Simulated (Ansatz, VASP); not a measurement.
# Two plane-wave programs on Hf3N2

POSCAR

```
Hf3N2
1.0
    1.5994260774      0.9234290764      7.7548432223
   -1.5994260774      0.9234290764      7.7548432223
    0.0000000000     -1.8468581527      7.7548432223
Hf N
3 2
Direct
    0.7794186600      0.7794186600      0.7794186600
    0.2205813400      0.2205813400      0.2205813400
    0.0000000000      0.0000000000      0.0000000000
    0.6119155300      0.6119155300      0.6119155300
    0.3880844700      0.3880844700      0.3880844700
```

File INCAR.step1:

```
SYSTEM = Hf3N2
ALGO = Normal
EDIFF = 1E-4
ENCUT = 520
GGA = PE
ISMEAR = 0
LASPH = .True.
LCHARG = .False.
LREAL = .False.
LWAVE = .True.
NBANDS = 28
NELM = 80
PREC = Accurate
SIGMA = 0.01
```

The input INCAR.step2:

```
SYSTEM = Hf3N2
ALGO = Normal
EDIFF = 1E-7
ENCUT = 520
ISIF = 2
ISMEAR = 0
ISTART = 1
LASPH = .True.
LCHARG = .False.
LMIXTAU = .True.
LREAL = .False.
LWAVE = .False.
METAGGA = R2SCAN
NBANDS = 28
NELM = 80
PREC = Accurate
SIGMA = 0.01
```

File KPOINTS:

```
k-points
0
Gamma
  12 12 12
  0 0 0
```

Input for Ansatz:

```yaml
crystal:
  lattice:
    - [1.5994260774, 0.9234290764, 7.7548432223]
    - [-1.5994260774, 0.9234290764, 7.7548432223]
    - [0.0, -1.8468581527, 7.7548432223]
  atoms:
    - { symbol: Hf, position: [0.77941866, 0.77941866, 0.77941866] }
    - { symbol: Hf, position: [0.22058134, 0.22058134, 0.22058134] }
    - { symbol: Hf, position: [0.0, 0.0, 0.0] }
    - { symbol: "N", position: [0.61191553, 0.61191553, 0.61191553] }
    - { symbol: "N", position: [0.38808447, 0.38808447, 0.38808447] }
basis:
  ecutwfc: 500
kpoints:
  mp_grid: { grid: [12, 12, 12] }
hamiltonian:
  xc: r2scan
scf:
  occupations: { method: gaussian, width: 0.01 }
output:
  forces: true
  stress: true
  eigenvalues: true
```

Alike in both runs: task single point; functional r2SCAN; k mesh 12 × 12 × 12; occupations gaussian, width 0.01 eV; no spin polarisation.

|  | VASP | Ansatz |
| --- | --- | --- |
| version | VASP 6.6.1 | Ansatz 0.2.0 |
| potentials or method | VASP PAW PBE potentials, release 64 (Hf_pv, N), cutoff 520 eV | scalar-relativistic, plane waves, PAW |
| valence electrons in the cell | 40 | 88 |

|  | VASP | Ansatz | Ansatz less VASP |
| --- | --- | --- | --- |
| gap on the k mesh at the Fermi level (eV) | none | none | - |
| pressure (GPa) | 0.1 | 2.0 | +1.91 |
| traceless stress, the component that is largest in VASP (GPa) | -0.17 | -0.30 | -0.128 |
| rms of the force components (eV/Å) | 0.037 | 0.052 | +0.0150 |

VASP's potentials were made for PBE, not for r2SCAN. Atom by atom the forces differ by 0.028 eV/Å (rms over components). A gap of «none» marks a metal or a gap that the smearing closes. VASP's potentials hold 40 valence electrons a cell and Ansatz's 88, so a difference there can come from the potentials and not from the codes.

Spin-orbit coupling is off throughout.
